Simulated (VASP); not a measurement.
# Cd (Fm-3m) in VASP: single point with r2SCAN

Aim: the single point of Cd with r2SCAN.

All numbers are computed with VASP 6.6.1; they aren't measurements. Logs are shortened: lines on timing, memory, paths and dates and some standing lists are left out, and cuts for length are marked.

**1. The cell of the first run**

It takes space group Fm-3m (No. 225, cubic). The conventional cell has a = 4.436 Å, b = 4.436 Å, c = 4.436 Å, α = 90.00°, β = 90.00°, γ = 90.00°. Within 4.1 Å of Cd (site symmetry m-3m) lie 12 Cd at 3.14 Å.

**2. Single point, r2SCAN**

The input, POSCAR:

```
Cd
1.0
    0.0000000000      2.2181497500      2.2181497500
    2.2181497500      0.0000000000      2.2181497500
    2.2181497500      2.2181497500      0.0000000000
Cd
1
Direct
    0.0000000000      0.0000000000      0.0000000000
```

The input, INCAR.step1:

```
ALGO = Normal
EDIFF = 1E-4
ENCUT = 520
GGA = PE
ISMEAR = 0
LASPH = T
LCHARG = F
LREAL = F
LWAVE = T
NBANDS = 12
NELM = 100
PREC = Accurate
SIGMA = 0.1
```

The input, INCAR.step2:

```
ALGO = Normal
EDIFF = 1E-6
ENCUT = 520
ISIF = 2
ISMEAR = 0
ISTART = 1
LASPH = T
LCHARG = F
LMIXTAU = T
LREAL = F
LWAVE = F
METAGGA = R2SCAN
NBANDS = 12
NELM = 100
PREC = Accurate
SIGMA = 0.1
```

The input, KPOINTS:

```
k-points
0
Gamma
  8 8 8
```

Potentials or basis: VASP PAW PBE potentials, release 64 (Cd).

Command:

```bash
cat potpaw_PBE.64/Cd/POTCAR > POTCAR
cp INCAR.step1 INCAR
mpirun -np 1 vasp_std > vasp.out
cp INCAR.step2 INCAR
mpirun -np 1 vasp_std > vasp.out
```

OUTCAR:

```text
EDIFF = 1E-6
   ENCUT = 520
   ISIF = 2
   ISMEAR = 0
   ISTART = 1
   LASPH = T
   LREAL = F
   METAGGA = R2SCAN
   NELM = 100
   PREC = Accurate

 ion  position               nearest neighbor table
   1  0.000  0.000  0.000-

  LATTYP: Found a face centered cubic cell.
 ALAT       =     4.4362995000

  Lattice vectors:

 A1 = (   0.0000000000,   2.2181497500,   2.2181497500)
 A2 = (   2.2181497500,   0.0000000000,   2.2181497500)
 A3 = (   2.2181497500,   2.2181497500,   0.0000000000)

Analysis of symmetry for initial positions (statically):
=====================================================================
 Subroutine PRICEL returns:
 Original cell was already a primitive cell.

 Routine SETGRP: Setting up the symmetry group for a
 face centered cubic supercell.

 Subroutine GETGRP returns: Found 48 space group operations
 (whereof 48 operations were pure point group operations)
 out of a pool of 48 trial point group operations.

The static configuration has the point symmetry O_h .

Analysis of symmetry for dynamics (positions and initial velocities):
=====================================================================
 Subroutine PRICEL returns:
 Original cell was already a primitive cell.

 Routine SETGRP: Setting up the symmetry group for a
 face centered cubic supercell.

 Subroutine GETGRP returns: Found 48 space group operations
 (whereof 48 operations were pure point group operations)
 out of a pool of 48 trial point group operations.

The dynamic configuration has the point symmetry O_h .

 Subroutine INISYM returns: Found 48 space group operations
 (whereof 48 operations are pure point group operations),
 and found     1 'primitive' translations

----------------------------------------------------------------------------------------

                                     Primitive cell

  volume of cell :      21.8274

  direct lattice vectors                    reciprocal lattice vectors
     0.000000000  2.218149750  2.218149750    -0.225413095  0.225413095  0.225413095
     2.218149750  0.000000000  2.218149750     0.225413095 -0.225413095  0.225413095
     2.218149750  2.218149750  0.000000000     0.225413095  0.225413095 -0.225413095

  length of vectors
     3.136937460  3.136937460  3.136937460     0.390426933  0.390426933  0.390426933

  position of ions in fractional coordinates (direct lattice)
     0.000000000  0.000000000  0.000000000

  ion indices of the primitive-cell ions
   primitive index   ion index
                 1           1

----------------------------------------------------------------------------------------

 KPOINTS: k-points

Automatic generation of k-mesh.
 Grid dimensions read from file:
 generate k-points for:    8    8    8

 Generating k-lattice:

  Cartesian coordinates                     Fractional coordinates (reciprocal lattice)
    -0.028176637  0.028176637  0.028176637     0.125000000  0.000000000  0.000000000
     0.028176637 -0.028176637  0.028176637     0.000000000  0.125000000  0.000000000
     0.028176637  0.028176637 -0.028176637     0.000000000  0.000000000  0.125000000

  Length of vectors
     0.048803367  0.048803367  0.048803367

  Shift w.r.t. Gamma in fractional coordinates (k-lattice)
     0.000000000  0.000000000  0.000000000

 Subroutine IBZKPT returns following result:
 ===========================================

 Found     29 irreducible k-points:

 Following reciprocal coordinates:
            Coordinates               Weight
  0.000000  0.000000  0.000000      1.000000
  0.125000  0.000000  0.000000      8.000000
  0.250000  0.000000  0.000000      8.000000
  0.375000  0.000000  0.000000      8.000000
  0.500000  0.000000  0.000000      4.000000
  0.125000  0.125000  0.000000      6.000000
[... 16 lines left out ...]
  0.500000  0.250000  0.125000     48.000000
 -0.375000  0.250000  0.125000     24.000000
 [... further k-points ...]
   k-points           NKPTS =     29   k-points in BZ     NKDIM =     29   number of bands    NBANDS=     12
   number of dos      NEDOS =    301   number of ions     NIONS =      1
   total plane-waves  NPLWV =  13824
   dimension x,y,z NGX =    24 NGY =   24 NGZ =   24
   dimension x,y,z NGXF=    48 NGYF=   48 NGZF=   48
   ions per type =               1
   NGX,Y,Z   is equivalent  to a cutoff of  12.72, 12.72, 12.72 a.u.
   NGXF,Y,Z  is equivalent  to a cutoff of  25.44, 25.44, 25.44 a.u.
 SYSTEM =  unknown system
   PREC   = accura    normal or accurate (medium, high low for compatibility)
   ISTART =      1    job   : 0-new  1-cont  2-samecut
   ICHARG =      0    charge: 1-file 2-atom 10-const
   ISPIN  =      1    spin polarized calculation?
   LNONCOLLINEAR =      F non collinear calculations
   LSORBIT =      F    spin-orbit coupling
   LASPH  =      T    aspherical Exc in radial PAW
   ENCUT  =  520.0 eV  38.22 Ry    6.18 a.u.   5.83  5.83  5.83*2*pi/ulx,y,z
   NELM   =    100;   NELMIN=  2; NELMDL=  0     # of ELM steps
   EDIFF  = 0.1E-05   stopping-criterion for ELM
   LREAL  =      F    real-space projection
   EDIFFG = 0.1E-04   stopping-criterion for IOM
   NSW    =      0    number of steps for IOM
   IBRION =     -1    ionic relax: 0-MD 1-quasi-New 2-CG
   NFREE  =      0    steps in history (QN), initial steepest desc. (CG)
   ISIF   =      2    stress and relaxation
   ISYM   =      2    0-nonsym 1-usesym 2-fastsym
   POTIM  = 0.5000    time-step for ionic-motion
   TEBEG  =    0.0;   TEEND  =   0.0 temperature during run
   PSTRESS=    0.0 pullay stress
   NELECT =      12.0000    total number of electrons
   NUPDOWN=      -1.0000    fix difference up-down
   EMIN   =  10.00;   EMAX   =-10.00  energy-range for DOS
   EFERMI =   0.00;   METHOD = LEGACY
   ISMEAR =     0;   SIGMA  =   0.10  broadening in eV -4-tet -1-fermi 0-gaus
   EFERMI_NEDOS =   21; number of points for ismear=-14 and -15
   IALGO  =     38    algorithm
   IMIX   =      4    mixing-type and parameters
     AMIX     =   0.40;   BMIX     =  1.00
     AMIX_MAG =   1.60;   BMIX_MAG =  1.00
  volume/ion in A,a.u.               =      21.83       147.30
  Fermi-wavevector in a.u.,A,eV,Ry     =   1.341120  2.534350 24.471486  1.798604
  Thomas-Fermi vector in A             =   2.469379
   LORBIT       =      0    0 simple, 1 ext, 2 COOP (PROOUT), +10 PAW based schemes
   METAGGA = R2SCAN    functional components
   LHFCALC =     F    Hartree Fock is set to
   AEXX    =    0.0000 exact exchange contribution
   IVDW    =     0    specifies the selected vdW correction
   LEPSILON=     F    determine dielectric tensor
   LRPA    =     F    only Hartree local field effects (RPA)
 non-spin polarized calculation
 Gauss-broadening in eV      SIGMA  =   0.10
  energy-cutoff  :      520.00
  volume of cell :       21.83
 maximum number of plane-waves:       609
   NGX = 11   NGY = 11   NGZ = 11

 number of electron      12.0000003 magnetization

 Free energy of the ion-electron system (eV)
  ---------------------------------------------------
  ext. energy  EPLUGINS =         0.00000000
  ---------------------------------------------------
  free energy    TOTEN  =       -20.07126228 eV

  energy without entropy =      -20.06844156  energy(sigma->0) =      -20.06985192

 E-fermi :   2.5081     XC(G=0): -11.7692

 val. band max:        2.3852372764   @ k =  -0.3750   0.3750   0.1250
 cond. band min:       2.5768034091   @ k =   0.5000   0.1250   0.0000
 fundamental gap:      0.1915661327
 Fermi energy:         2.5080886869

 k-point     1 :       0.0000    0.0000    0.0000
  band No.  band energies     occupation
      1      -6.7831      2.00000
      2      -6.7831      2.00000
      3      -6.7831      2.00000
      4      -6.3429      2.00000
      5      -6.3199      2.00000
      6      -6.3199      2.00000
      7      17.2351      0.00000
      8      18.5122      0.00000
      9      18.5122      0.00000
     10      18.5123      0.00000
     11      21.7957      0.00000
     12      21.7957      0.00000

 k-point     2 :       0.1250    0.0000    0.0000
  band No.  band energies     occupation
      1      -6.8444      2.00000
      2      -6.7243      2.00000
      3      -6.7243      2.00000
      4      -6.3287      2.00000
      5      -6.3287      2.00000
      6      -5.8976      2.00000
      7      14.2971      0.00000
      8      17.5376      0.00000
      9      17.9055      0.00000
     10      17.9056      0.00000
     11      22.3627      0.00000
     12      22.8378      0.00000

 k-point     3 :       0.2500    0.0000    0.0000
  band No.  band energies     occupation
      1      -7.0337      2.00000
      2      -6.6823      2.00000
      3      -6.6823      2.00000
      4      -6.2414      2.00000
      5      -6.2414      2.00000
      6      -4.5144      2.00000
      7       9.3507      0.00000
      8      16.9888      0.00000
      9      16.9888      0.00000
     10      17.2812      0.00000
     11      21.7666      0.00000
     12      21.7684      0.00000
[... 286 lines left out ...]
 k-point    23 :       0.5000    0.2500    0.1250
  band No.  band energies     occupation
      1      -7.0292      2.00000
      2      -6.8421      2.00000
      3      -6.5618      2.00000
      4      -6.3267      2.00000
      5      -6.0409      2.00000
      6      -0.9937      2.00000
      7       5.8600      0.00000
      8      10.0631      0.00000
      9      12.3809      0.00000
     10      17.9373      0.00000
     11      20.8291      0.00000
     12      23.1381      0.00000

 k-point    24 :      -0.3750    0.2500    0.1250
  band No.  band energies     occupation
      1      -7.0283      2.00000
      2      -6.9122      2.00000
      3      -6.4685      2.00000
      4      -6.3937      2.00000
      5      -5.9653      2.00000
      6       1.9425      2.00000
      7       2.1933      1.99999
      8      10.4331      0.00000
      9      11.1803      0.00000
     10      17.7097      0.00000
     11      20.8325      0.00000
     12      26.1815      0.00000

 [... further k-points ...]

------------------------ aborting loop because EDIFF is reached ----------------------------------------

  FORCE on cell =-STRESS in cart. coord.  units (eV):
  Direction    XX          YY          ZZ          XY          YZ          ZX
  --------------------------------------------------------------------------------------
  -------------------------------------------------------------------------------------
  Total        0.0275485      0.0275485      0.0275485      0.0000000     -0.0000000      0.0000000
  in kB        2.0221178      2.0221178      2.0221178      0.0000000     -0.0000000      0.0000000
  external PRESSURE =       2.0221178 kB  Pullay stress =       0.0000000 kB

 VOLUME and BASIS-vectors are now :
 -----------------------------------------------------------------------------
  energy-cutoff  :      520.00
  volume of cell :       21.83
      direct lattice vectors                 reciprocal lattice vectors
     0.000000000  2.218149750  2.218149750    -0.225413095  0.225413095  0.225413095
     2.218149750  0.000000000  2.218149750     0.225413095 -0.225413095  0.225413095
     2.218149750  2.218149750  0.000000000     0.225413095  0.225413095 -0.225413095

 POSITION                                       TOTAL-FORCE (eV/Angst)
 -----------------------------------------------------------------------------------
      0.00000      0.00000      0.00000        -0.000000     -0.000000      0.000000
 -----------------------------------------------------------------------------------
    total drift:                               -0.000000     -0.000000     -0.000000

  FREE ENERGIE OF THE ION-ELECTRON SYSTEM (eV)
  ---------------------------------------------------
  free  energy   TOTEN  =       -20.0712622813 eV

  energy  without entropy=      -20.0684415585  energy(sigma->0) =      -20.06985192
```

Wall time 29 s (1 thread of AMD EPYC 7R43 (Zen 3), shared host); peak memory 0.1 GiB.

Results:

```
Free energy            : -20.0713 eV
Pressure               : 0.2 GPa
Band gap on the k mesh : zero (band 6 reaches 4.92 eV, above the bottom of band 7 at 1.47 eV)
```

Caveat: the PAW data sets were made with another functional, which shifts forces and pressure a little.
